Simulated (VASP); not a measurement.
# Sb in VASP: a series of runs

Sb is run at these levels: PBE, LDA, PBEsol; tasks: single point.

Everything below comes from runs of VASP 6.6.1. Logs are shortened: lines on timing, memory, paths and dates and some standing lists are left out, and cuts for length are marked.

## 1. The cell of the first run

The cell holds a slab with vacuum, 4 atoms: a = 3.160 Å, b = 3.160 Å, c = 24.480 Å, α = 90.00°, β = 90.00°, γ = 90.00°.

## 2. Single point, PBE

INCAR reads:

```
PREC = Accurate ; ENCUT = 520
EDIFF = 1E-6 ; ISMEAR = -1
SIGMA = 0.05 ; LREAL = False
LASPH = True ; NELM = 80
ALGO = Normal ; ISIF = 2
LWAVE = False ; LCHARG = True
GGA = PE ; LELF = True
LVHAR = True ; NBANDS = 18
```

KPOINTS reads:

```
regular mesh
0
Gamma
  8 8 1
```

POSCAR reads:

```
Sb
1.0
    3.1600000000      0.0000000000      0.0000000000
    0.0000000000      3.1600000000      0.0000000000
    0.0000000000      0.0000000000     24.4800000000
Sb
4
Direct
    0.0000000000      0.0000000000      0.3063725490
    0.0000000000      0.0000000000      0.4354575163
    0.0000000000      0.0000000000      0.5645424837
    0.0000000000      0.0000000000      0.6936274510
```

Potentials or basis: VASP PAW PBE potentials, release 64 (Sb).

Started as:

```sh
> cat potpaw_PBE.64/Sb/POTCAR > POTCAR
> mpirun -np 1 vasp_std > vasp.out
```

OUTCAR:

```text
PREC = Accurate
   ENCUT = 520
   EDIFF = 1E-6
   ISMEAR = -1
   LREAL = False
   LASPH = True
   NELM = 80
   ISIF = 2
   GGA = PE

 ion  position               nearest neighbor table
   1  0.000  0.000  0.306-   2 3.16
   2  0.000  0.000  0.435-   1 3.16   3 3.16
   3  0.000  0.000  0.565-   4 3.16   2 3.16
   4  0.000  0.000  0.694-   3 3.16

  LATTYP: Found a simple tetragonal cell.
 ALAT       =     3.1600000000
 C/A-ratio  =     7.7468354430

  Lattice vectors:

 A1 = (   3.1600000000,   0.0000000000,   0.0000000000)
 A2 = (   0.0000000000,   3.1600000000,   0.0000000000)
 A3 = (   0.0000000000,   0.0000000000,  24.4800000000)

Analysis of symmetry for initial positions (statically):
=====================================================================
 Subroutine PRICEL returns:
 Original cell was already a primitive cell.

 Routine SETGRP: Setting up the symmetry group for a
 simple tetragonal supercell.

 Subroutine GETGRP returns: Found 16 space group operations
 (whereof 16 operations were pure point group operations)
 out of a pool of 16 trial point group operations.

The static configuration has the point symmetry D_4h.

Analysis of symmetry for dynamics (positions and initial velocities):
=====================================================================
 Subroutine PRICEL returns:
 Original cell was already a primitive cell.

 Routine SETGRP: Setting up the symmetry group for a
 simple tetragonal supercell.

 Subroutine GETGRP returns: Found 16 space group operations
 (whereof 16 operations were pure point group operations)
 out of a pool of 16 trial point group operations.

The dynamic configuration has the point symmetry D_4h.

 Subroutine INISYM returns: Found 16 space group operations
 (whereof 16 operations are pure point group operations),
 and found     1 'primitive' translations

----------------------------------------------------------------------------------------

                                     Primitive cell

  volume of cell :     244.4475

  direct lattice vectors                    reciprocal lattice vectors
     3.160000000  0.000000000  0.000000000     0.316455696  0.000000000  0.000000000
     0.000000000  3.160000000  0.000000000     0.000000000  0.316455696  0.000000000
     0.000000000  0.000000000 24.480000000     0.000000000  0.000000000  0.040849673

  length of vectors
     3.160000000  3.160000000 24.480000000     0.316455696  0.316455696  0.040849673

  position of ions in fractional coordinates (direct lattice)
     0.000000000  0.000000000  0.306372549
     0.000000000  0.000000000  0.435457516
     0.000000000  0.000000000  0.564542484
     0.000000000  0.000000000  0.693627451

  ion indices of the primitive-cell ions
   primitive index   ion index
                 1           1
                 2           2
                 3           3
                 4           4

----------------------------------------------------------------------------------------

 KPOINTS: regular mesh

Automatic generation of k-mesh.
 Grid dimensions read from file:
 generate k-points for:    8    8    1

 Generating k-lattice:

  Cartesian coordinates                     Fractional coordinates (reciprocal lattice)
     0.039556962  0.000000000  0.000000000     0.125000000  0.000000000  0.000000000
     0.000000000  0.039556962  0.000000000     0.000000000  0.125000000  0.000000000
     0.000000000  0.000000000  0.040849673     0.000000000  0.000000000  1.000000000

  Length of vectors
     0.039556962  0.039556962  0.040849673

  Shift w.r.t. Gamma in fractional coordinates (k-lattice)
     0.000000000  0.000000000  0.000000000

 Subroutine IBZKPT returns following result:
 ===========================================

 Found     15 irreducible k-points:

 Following reciprocal coordinates:
            Coordinates               Weight
  0.000000  0.000000  0.000000      1.000000
  0.125000  0.000000  0.000000      4.000000
  0.250000  0.000000  0.000000      4.000000
  0.375000  0.000000  0.000000      4.000000
  0.500000  0.000000  0.000000      2.000000
  0.125000  0.125000  0.000000      4.000000
  0.250000  0.125000  0.000000      8.000000
  0.375000  0.125000  0.000000      8.000000
  0.500000  0.125000  0.000000      4.000000
  0.250000  0.250000  0.000000      4.000000
  0.375000  0.250000  0.000000      8.000000
  0.500000  0.250000  0.000000      4.000000
  0.375000  0.375000  0.000000      4.000000
  0.500000  0.375000  0.000000      4.000000
  0.500000  0.500000  0.000000      1.000000
   k-points           NKPTS =     15   k-points in BZ     NKDIM =     15   number of bands    NBANDS=     18
   number of dos      NEDOS =    301   number of ions     NIONS =      4
   total plane-waves  NPLWV = 110592
   dimension x,y,z NGX =    24 NGY =   24 NGZ =  192
   dimension x,y,z NGXF=    48 NGYF=   48 NGZF=  384
   ions per type =               4
   NGX,Y,Z   is equivalent  to a cutoff of  12.63, 12.63, 13.04 a.u.
   NGXF,Y,Z  is equivalent  to a cutoff of  25.25, 25.25, 26.08 a.u.
 SYSTEM =  unknown system
   PREC   = accura    normal or accurate (medium, high low for compatibility)
   ISTART =      0    job   : 0-new  1-cont  2-samecut
   ICHARG =      2    charge: 1-file 2-atom 10-const
   ISPIN  =      1    spin polarized calculation?
   LNONCOLLINEAR =      F non collinear calculations
   LSORBIT =      F    spin-orbit coupling
   LASPH  =      T    aspherical Exc in radial PAW
   ENCUT  =  520.0 eV  38.22 Ry    6.18 a.u.   5.88  5.88 45.52*2*pi/ulx,y,z
   NELM   =     80;   NELMIN=  2; NELMDL= -5     # of ELM steps
   EDIFF  = 0.1E-05   stopping-criterion for ELM
   LREAL  =      F    real-space projection
   EDIFFG = 0.1E-04   stopping-criterion for IOM
   NSW    =      0    number of steps for IOM
   IBRION =     -1    ionic relax: 0-MD 1-quasi-New 2-CG
   NFREE  =      0    steps in history (QN), initial steepest desc. (CG)
   ISIF   =      2    stress and relaxation
   ISYM   =      2    0-nonsym 1-usesym 2-fastsym
   POTIM  = 0.5000    time-step for ionic-motion
   TEBEG  =    0.0;   TEEND  =   0.0 temperature during run
   PSTRESS=    0.0 pullay stress
   NELECT =      20.0000    total number of electrons
   NUPDOWN=      -1.0000    fix difference up-down
   EMIN   =  10.00;   EMAX   =-10.00  energy-range for DOS
   EFERMI =   0.00;   METHOD = LEGACY
   ISMEAR =    -1;   SIGMA  =   0.05  broadening in eV -4-tet -1-fermi 0-gaus
   EFERMI_NEDOS =   21; number of points for ismear=-14 and -15
   IALGO  =     38    algorithm
   IMIX   =      4    mixing-type and parameters
     AMIX     =   0.40;   BMIX     =  1.00
     AMIX_MAG =   1.60;   BMIX_MAG =  1.00
  volume/ion in A,a.u.               =      61.11       412.40
  Fermi-wavevector in a.u.,A,eV,Ry     =   0.710705  1.343039  6.872333  0.505102
  Thomas-Fermi vector in A             =   1.797623
   LORBIT       =      0    0 simple, 1 ext, 2 COOP (PROOUT), +10 PAW based schemes
   GGA     = PE    functional components
   LHFCALC =     F    Hartree Fock is set to
   AEXX    =    0.0000 exact exchange contribution
   IVDW    =     0    specifies the selected vdW correction
   LEPSILON=     F    determine dielectric tensor
   LRPA    =     F    only Hartree local field effects (RPA)
 non-spin polarized calculation
  energy-cutoff  :      520.00
  volume of cell :      244.45
 maximum number of plane-waves:      6680
 NGX is ok and might be reduce to    24
   NGX = 11   NGY = 11   NGZ = 91

 number of electron      20.0000002 magnetization

 Free energy of the ion-electron system (eV)
  ---------------------------------------------------
  ext. energy  EPLUGINS =         0.00000000
  ---------------------------------------------------
  free energy    TOTEN  =       -15.89819851 eV

  energy without entropy =      -15.87255975  energy(sigma->0) =      -15.88537913

 E-fermi :   1.1720     XC(G=0):  -5.3983

 val. band max:        1.1184582063   @ k =   0.3750   0.2500   0.0000
 cond. band min:       1.1959401136   @ k =   0.2500   0.0000   0.0000
 fundamental gap:      0.0774819074
 Fermi energy:         1.1720236839

 k-point     1 :       0.0000    0.0000    0.0000
  band No.  band energies     occupation
      1     -10.5758      2.00000
      2     -10.0570      2.00000
      3      -9.3711      2.00000
      4      -8.7670      2.00000
      5      -3.3377      2.00000
      6      -1.7679      2.00000
[... 10 lines left out ...]
     17       6.0023      0.00000
     18       6.0023      0.00000

 k-point     2 :       0.1250    0.0000    0.0000
  band No.  band energies     occupation
      1     -10.3636      2.00000
      2      -9.8442      2.00000
      3      -9.1571      2.00000
      4      -8.5517      2.00000
      5      -3.1340      2.00000
      6      -1.5610      2.00000
[... 10 lines left out ...]
     17       5.7627      0.00000
     18       6.2100      0.00000

 k-point     3 :       0.2500    0.0000    0.0000
  band No.  band energies     occupation
      1      -9.7530      2.00000
      2      -9.2310      2.00000
      3      -8.5392      2.00000
      4      -7.9281      2.00000
      5      -2.5651      2.00000
      6      -0.9886      2.00000
[... 10 lines left out ...]
     17       6.3269      0.00000
     18       6.7826      0.00000

 k-point     4 :       0.3750    0.0000    0.0000
  band No.  band energies     occupation
      1      -8.8868      2.00000
      2      -8.3583      2.00000
      3      -7.6533      2.00000
      4      -7.0255      2.00000
      5      -2.7833      2.00000
      6      -2.3065      2.00000
[... 186 lines left out ...]
      4      -5.2300      2.00000
      5      -1.3843      2.00000
      6      -1.1066      2.00000
[... 10 lines left out ...]
     17       5.7383      0.00000
     18       6.0047      0.00000

 k-point    14 :       0.5000    0.3750    0.0000
  band No.  band energies     occupation
      1      -6.5998      2.00000
      2      -6.0488      2.00000
      3      -5.2964      2.00000
      4      -4.6014      2.00000
      5      -2.3166      2.00000
      6      -1.8547      2.00000
[... 10 lines left out ...]
     17       5.0972      0.00000
     18       5.6670      0.00000

 k-point    15 :       0.5000    0.5000    0.0000
  band No.  band energies     occupation
      1      -6.0112      2.00000
      2      -5.4467      2.00000
      3      -4.6637      2.00000
      4      -3.9187      2.00000
      5      -1.9140      2.00000
      6      -1.9140      2.00000
[... 10 lines left out ...]
     17       4.4313      0.00000
     18       5.0030      0.00000

------------------------ aborting loop because EDIFF is reached ----------------------------------------

  FORCE on cell =-STRESS in cart. coord.  units (eV):
  Direction    XX          YY          ZZ          XY          YZ          ZX
  --------------------------------------------------------------------------------------
  -------------------------------------------------------------------------------------
  Total       -2.2348036     -2.2348036     -3.7827371      0.0000000      0.0000000      0.0000000
  in kB      -14.6475292    -14.6475292    -24.7931191      0.0000000      0.0000000      0.0000000
  external PRESSURE =     -18.0293925 kB  Pullay stress =       0.0000000 kB

 VOLUME and BASIS-vectors are now :
 -----------------------------------------------------------------------------
  energy-cutoff  :      520.00
  volume of cell :      244.45
      direct lattice vectors                 reciprocal lattice vectors
     3.160000000  0.000000000  0.000000000     0.316455696  0.000000000  0.000000000
     0.000000000  3.160000000  0.000000000     0.000000000  0.316455696  0.000000000
     0.000000000  0.000000000 24.480000000     0.000000000  0.000000000  0.040849673

 POSITION                                       TOTAL-FORCE (eV/Angst)
 -----------------------------------------------------------------------------------
      0.00000      0.00000      7.50000         0.000000     -0.000000      0.552562
      0.00000      0.00000     10.66000        -0.000000     -0.000000     -0.464087
      0.00000      0.00000     13.82000        -0.000000      0.000000      0.464087
      0.00000      0.00000     16.98000         0.000000      0.000000     -0.552562
 -----------------------------------------------------------------------------------
    total drift:                               -0.000000     -0.000000     -0.000000

  FREE ENERGIE OF THE ION-ELECTRON SYSTEM (eV)
  ---------------------------------------------------
  free  energy   TOTEN  =       -15.8981985090 eV

  energy  without entropy=      -15.8725597522  energy(sigma->0) =      -15.88537913
```

Run time: 81 s. Hardware: 1 thread of Intel Xeon Platinum 8259CL at 2.50GHz (Skylake/Cascade Lake), shared host; peak memory 0.32 GiB.

Results:

- Free energy: -15.8982 eV
- Largest force: 0.553 eV/Å
- Band gap on the k mesh: zero (band 10 reaches 4.51 eV, above the bottom of band 11 at -0.46 eV)

Forces in eV/Å, atoms in the order of the input:
```
Sb   0.000  0.000  0.553
Sb   0.000  0.000 -0.464
Sb   0.000  0.000  0.464
Sb   0.000  0.000 -0.553
```

Caveat: spin-orbit coupling is left out, which moves the levels of the heavy elements.

(Part 1 of 2 ends here.)
